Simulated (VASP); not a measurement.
Input of a VASP 6.6.1 run:

File INCAR:

```
PREC = Accurate ; ENCUT = 520
EDIFF = 1E-6 ; ISMEAR = -1
SIGMA = 0.05 ; LREAL = F
LASPH = T ; NELM = 80
ALGO = Normal ; ISIF = 2
LWAVE = F ; LCHARG = F
GGA = PS ; NBANDS = 15
```

Contents of KPOINTS:

```
Automatic mesh
0
Gamma
  9 9 9
```

Contents of POSCAR:

```
SrO
1.0
    0.0000000000      2.4876357302      2.4876357302
    2.4876357302      0.0000000000      2.4876357302
    2.4876357302      2.4876357302      0.0000000000
Sr O
1 1
Direct
    0.5000000000      0.5000000000      0.5000000000
    0.0000000000      0.0000000000      0.0000000000
```

Potentials or basis: VASP PAW PBE potentials, release 64 (Sr_sv, O).

Command:

```sh
$ cat potpaw_PBE.64/Sr_sv/POTCAR potpaw_PBE.64/O/POTCAR > POTCAR
$ mpirun -np 1 vasp_std > vasp.out
```

(1) Predict the pressure.

(2) Predict the band gap on the k mesh.

## Answers

(1) 11.0 GPa.

(2) 3.12 eV, indirect (least direct gap 3.14 eV).

Caveat: the PAW data sets were made with another functional, which shifts forces and pressure a little.
